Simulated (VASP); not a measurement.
Input of a VASP 6.6.1 run:

File POSCAR:

```
GaBAs2
1.0
   -2.6602207658      2.6602207658      5.1394657195
    2.6602207658     -2.6602207658      5.1394657195
    2.6602207658      2.6602207658     -5.1394657195
B As Ga
2 4 2
Direct
    0.0000000000      0.0000000000      0.0000000000
    0.7500000000      0.2500000000      0.5000000000
    0.3750000000      0.3206712119      0.4456712119
    0.0706712119      0.6250000000     -0.0543287881
    0.8750000000      0.9293287881      0.5543287881
    0.6793287881      0.1250000000      0.0543287881
    0.5000000000      0.5000000000      0.0000000000
    0.2500000000      0.7500000000      0.5000000000
```

INCAR.step1

```
PREC = Accurate
ENCUT = 600
ISMEAR = -1
SIGMA = 0.02
LREAL = F
LASPH = T
NELM = 80
GGA = PE
ALGO = Normal
EDIFF = 1E-4
LWAVE = T
LCHARG = F
```

The input INCAR.step2:

```
PREC = Accurate
ENCUT = 600
EDIFF = 1E-7
ISMEAR = -1
SIGMA = 0.02
LREAL = F
LASPH = T
NELM = 80
ALGO = Normal
ISIF = 3
LWAVE = F
LCHARG = F
METAGGA = R2SCAN
LMIXTAU = T
IBRION = 2
NSW = 80
EDIFFG = -0.005
ISTART = 1
```

The input KPOINTS:

```
regular mesh
0
Gamma
  6 6 6
```

Potentials or basis: VASP PAW PBE potentials, release 64 (B, As, Ga_d).

Launch:

```console
$ cat potpaw_PBE.64/B/POTCAR potpaw_PBE.64/As/POTCAR potpaw_PBE.64/Ga_d/POTCAR > POTCAR
$ cp INCAR.step1 INCAR
$ mpirun -np 1 vasp_std > vasp.out
$ cp INCAR.step2 INCAR
$ mpirun -np 1 vasp_std > vasp.out
```

Problem. What does it give for the space group after relaxing (to 0.1 Å)?

Solution. I-42d (No. 122).

Problem. Estimate the relaxed volume.

Solution. 17.75 Å³/atom.

Problem. What does it give for the relaxed cell?

Solution. a = 6.322 Å, b = 6.322 Å, c = 6.322 Å, α = 130.70°, β = 130.70°, γ = 72.29°.

Final structure:
```cif
data_structure
_symmetry_space_group_name_H-M 'P 1'
_symmetry_Int_Tables_number 1
_cell_length_a 6.3218
_cell_length_b 6.3218
_cell_length_c 6.3218
_cell_angle_alpha 130.698
_cell_angle_beta 130.698
_cell_angle_gamma 72.293
_cell_volume 141.96
loop_
_atom_site_label
_atom_site_type_symbol
_atom_site_fract_x
_atom_site_fract_y
_atom_site_fract_z
_atom_site_occupancy
B1 B 0.00000 0.00000 0.00000 1
B2 B 0.75000 0.25000 0.50000 1
As1 As 0.37500 0.32329 0.44829 1
As2 As 0.07329 0.62500 0.94829 1
As3 As 0.87500 0.92671 0.55171 1
As4 As 0.67671 0.12500 0.05171 1
Ga1 Ga 0.50000 0.50000 0.00000 1
Ga2 Ga 0.25000 0.75000 0.50000 1
```

Caveat: the PAW data sets were made with another functional, which shifts forces and pressure a little.
